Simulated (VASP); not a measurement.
## GdN: single point with PBE

GdN:

```xyz
2
Lattice="3.5245 0.0000 0.0000 -1.7623 3.0523 0.0000 1.7623 1.0174 2.8777" Properties=species:S:1:pos:R:3 pbc="T T T"
Gd    0.0000    2.0349    1.4389
N     0.0000    0.0000    0.0000
```

```json
{
 "Program": "VASP 6.6.1",
 "Task": "single point",
 "Functional": "PBE",
 "Potentials or basis": "VASP PAW PBE potentials, release 64 (Gd, N)",
 "Cutoff": "520 eV",
 "k mesh": "12 × 12 × 12",
 "Occupations": "gaussian, width 0.1 eV",
 "Spin": "collinear spin, ferromagnetic start",
 "Starting moments": "[7.55, 0.0] μB",
 "Dipole correction": "no",
 "Further INCAR settings": "ALGO = Normal; EDIFF = 1e-07; NBANDS = 22"
}
```

```yaml
Pressure: 0.0 GPa
Band_gap_on_the_k_mesh: zero (filled and empty bands overlap)
Net_moment: 7.00 μB per cell
Site_moments: Gd +6.80; N -0.09 μB
Valence_electrons_inside_the_program's_atomic_spheres: Gd 15.23; N 3.63
```

Levels at points of the mesh, in eV from the Fermi level:
Spin up:
```tsv
k point	band 11	band 12	band 13	band 14	band 15	band 16	band 17	band 18	band 19	band 20
(0.00, 0.00, 0.00)	-3.26	-3.26	0.20	0.20	0.20	2.45	2.45	2.45	3.16	4.58
(0.50, 0.00, 0.00)	-3.32	-3.31	-1.51	-0.52	-0.24	-0.24	6.46	6.49	7.54	7.54
(0.00, 0.50, 0.00)	-3.28	-3.25	-3.25	-2.63	-2.63	5.05	5.82	5.82	6.59	9.90
```
Spin down:
| k point | band 5 | band 6 | band 7 | band 8 | band 9 | band 10 | band 11 | band 12 |
| --- | --- | --- | --- | --- | --- | --- | --- | --- |
| (0.00, 0.00, 0.00) | -13.10 | -0.92 | -0.92 | -0.92 | 1.65 | 2.19 | 2.19 | 2.19 |
| (0.50, 0.00, 0.00) | -12.82 | -1.17 | -0.86 | -0.86 | 0.19 | 1.93 | 1.99 | 2.04 |
| (0.00, 0.50, 0.00) | -11.18 | -4.14 | -2.51 | -2.51 | 1.78 | 1.88 | 1.88 | 2.12 |

Wall time 7.9 min on 1 thread of Intel(R) Xeon(R) Platinum 8375C CPU @ 2.90GHz (Ice Lake), with other jobs on the host, peak memory 0.25 GiB.

Caveat: spin-orbit coupling is left out, which moves the levels of the heavy elements; a cell with one magnetic atom can't hold antiferromagnetic order, which such compounds often take; semilocal functionals describe open f shells poorly, which spoils levels, moments and volumes. With open d or f shells a metallic result of PBE can be an artefact of self-interaction; +U or a hybrid may open a gap.
